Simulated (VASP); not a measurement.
Set up this calculation in VASP 6.6.1, as the native input.

```
Task                   : relaxation of cell and atoms
Functional             : PBEsol
Potentials or basis    : VASP PAW PBE potentials, release 64 (Ti_sv, C)
Cutoff                 : 600 eV
k mesh                 : 16 × 16 × 16
Occupations            : gaussian, width 0.1 eV
Spin                   : no spin polarisation
Dipole correction      : no
Further INCAR settings : ALGO = Normal; EDIFF = 1e-07; IBRION = 2; EDIFFG = -0.005; NSW = 100; ISIF = 3
```

The structure of TiC lies in POSCAR:

```
TiC
1.0
    0.0000000000      2.1593000000      2.1593000000
    2.1593000000      0.0000000000      2.1593000000
    2.1593000000      2.1593000000      0.0000000000
Ti C
1 1
Direct
    0.0000000000      0.0000000000      0.0000000000
    0.5000000000      0.5000000000      0.5000000000
```

These files were run (other wordings do the same):

INCAR

```
  PREC = Accurate
  ENCUT = 600
  EDIFF = 1E-7
  ISMEAR = 0
  SIGMA = 0.1
  LREAL = False
  LASPH = True
  NELM = 60
  ALGO = Normal
  ISIF = 3
  LWAVE = False
  LCHARG = False
  GGA = PS
  IBRION = 2
  NSW = 100
  EDIFFG = -0.005
```

KPOINTS

```
regular mesh
0
Gamma
  16 16 16
```

Potentials or basis: VASP PAW PBE potentials, release 64 (Ti_sv, C).

Launch:

```console
$ cat potpaw_PBE.64/Ti_sv/POTCAR potpaw_PBE.64/C/POTCAR > POTCAR
$ mpirun -np 1 vasp_std > vasp.out
```

Results of the run:

```
Relaxed volume                         : 9.90 Å³/atom
Relaxed cell                           : a = 3.036 Å, b = 3.036 Å, c = 3.036 Å, α = 60.00°, β = 60.00°, γ = 60.00°
Space group after relaxing (to 0.05 Å) : Fm-3m (No. 225)
Energy gained by relaxing              : 2.4 meV/atom
Ionic steps                            : 3
Pressure after relaxing                : 0.0 GPa
Band gap on the k mesh                 : zero (band 8 reaches 10.28 eV, above the bottom of band 9 at 9.20 eV)
```

Caveat: the PAW data sets were made with another functional, which shifts forces and pressure a little.

Wall time 50 s on 1 thread of Intel(R) Xeon(R) Platinum 8488C (Sapphire Rapids), with other jobs on the host, peak memory 0.18 GiB.
